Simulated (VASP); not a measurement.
MgB2, 3 atoms in the cell. It takes space group P6/mmm (No. 191, hexagonal). The conventional cell has a = 3.085 Å, b = 3.085 Å, c = 3.523 Å, α = 90.00°, β = 90.00°, γ = 120.00°. Within 3.3 Å of Mg (site symmetry 6/mmm) lie 12 B at 2.51 Å and 6 Mg at 3.08 to 3.09 Å. B (site symmetry -6m2) has 3 B at 1.78 Å within 2.4 Å. 

```yaml
Program: VASP 6.6.1
Task: single point
Functional: r2SCAN
Potentials_or_basis: VASP PAW PBE potentials, release 64 (Mg, B)
Cutoff: 520 eV
k_mesh: 6 × 6 × 6
Occupations: gaussian, width 0.1 eV
Spin: no spin polarisation
Dipole_correction: no
Further_INCAR_settings: ALGO = Normal; EDIFF = 1e-06; NBANDS = 11
```

Potentials or basis: VASP PAW PBE potentials, release 64 (Mg, B).

The run is started by

```bash
$ cat potpaw_PBE.64/Mg/POTCAR potpaw_PBE.64/B/POTCAR > POTCAR
$ cp INCAR.step1 INCAR
$ mpirun -np 1 vasp_std > vasp.out
$ cp INCAR.step2 INCAR
$ mpirun -np 1 vasp_std > vasp.out
```

Hardware: 1 thread of Intel(R) Xeon(R) Platinum 8488C (Sapphire Rapids) (shared host).

Task: How long does it take, and how much memory?

Result: Run time: 18 s on 1 thread of Intel(R) Xeon(R) Platinum 8488C (Sapphire Rapids), on a shared host, peak memory 0.15 GiB. Counts: k points 28.
